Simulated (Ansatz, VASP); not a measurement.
Two plane-wave programs on Cs

POSCAR

```
Cs
1.0
    5.3673347428      0.0000000000      0.0000000000
   -2.6836673714      4.6482482379      0.0000000000
    0.0000000000      0.0000000000      5.0151034003
Cs
1
Direct
    0.0000000000      0.0000000000      0.0000000000
```

INCAR.step1

```
PREC = Accurate ; ENCUT = 520
ISMEAR = 0 ; SIGMA = 0.1
LREAL = False ; LASPH = True
NELM = 100 ; NBANDS = 10
GGA = PE ; ALGO = Normal
EDIFF = 1E-4 ; LWAVE = True
LCHARG = False
```

Contents of INCAR.step2:

```
PREC = Accurate ; ENCUT = 520
EDIFF = 1E-6 ; ISMEAR = 0
SIGMA = 0.1 ; LREAL = False
LASPH = True ; NELM = 100
ALGO = Normal ; ISIF = 2
LWAVE = False ; LCHARG = False
METAGGA = R2SCAN ; LMIXTAU = True
NBANDS = 10 ; ISTART = 1
```

Contents of KPOINTS:

```
regular mesh
0
Gamma
  6 6 4
```

Input for Ansatz:

```yaml
crystal:
  lattice:
    - [5.3673347428, 0.0, 0.0]
    - [-2.6836673714, 4.6482482379, 0.0]
    - [0.0, 0.0, 5.0151034003]
  atoms:
    - { symbol: Cs, position: [0.0, 0.0, 0.0] }
basis:
  ecutwfc: 500
kpoints:
  mp_grid: { grid: [6, 6, 4] }
hamiltonian:
  xc: r2scan
scf:
  occupations: { method: gaussian, width: 0.1 }
  lower_state_search: "off"
output:
  forces: true
  stress: true
  eigenvalues: true
```

Alike in both runs: task single point; functional r2SCAN; k mesh 6 × 6 × 4; occupations gaussian, width 0.1 eV; no spin polarisation.

```csv
,VASP,Ansatz
version,VASP 6.6.1,Ansatz 0.2.0
potentials or method,"VASP PAW PBE potentials, release 64 (Cs_sv), cutoff 520 eV","scalar-relativistic, plane waves, PAW"
valence electrons in the cell,9,9
```

```csv
,VASP,Ansatz,Ansatz less VASP
gap on the k mesh at the Fermi level (eV),none,none,-
pressure (GPa),0.0,0.0,0.00
"traceless stress, the component that is largest in VASP (GPa)",-0.22,-0.22,0.000
```

VASP's potentials were made for PBE, not for r2SCAN. A gap of «none» marks a metal or a gap that the smearing closes.

Neither program's run includes spin-orbit coupling.
